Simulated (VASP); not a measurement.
Here is a VASP 6.6.1 calculation.

Contents of INCAR:

```
SYSTEM = ZrC
PREC = Accurate
ENCUT = 520
EDIFF = 1E-6
ISMEAR = 0
SIGMA = 0.1
LREAL = .FALSE.
LASPH = .TRUE.
NELM = 100
ALGO = Normal
ISIF = 2
LWAVE = .FALSE.
LCHARG = .FALSE.
GGA = PE
NBANDS = 15
```

File KPOINTS:

```
regular mesh
0
G
  20 20 20
  0 0 0
```

File POSCAR:

```
ZrC
1.0
    0.0000000000      2.3062599561      2.3062599561
    2.3062599561      0.0000000000      2.3062599561
    2.3062599561      2.3062599561      0.0000000000
Zr C
1 1
Direct
    0.5000000000      0.5000000000      0.5000000000
    0.0000000000      0.0000000000      0.0000000000
```

Potentials or basis: VASP PAW PBE potentials, release 64 (Zr_sv, C).

The run is started by

```sh
$ cat potpaw_PBE.64/Zr_sv/POTCAR potpaw_PBE.64/C/POTCAR > POTCAR
$ mpirun -np 1 vasp_std > vasp.out
```

Task: Predict the band gap on the k mesh.

Result: Zero (bands 8 and 9 overlap by 1.33 eV).

Task: What does it give for the pressure?

Result: 15.9 GPa.

Caveat: the cell stands under pressure.
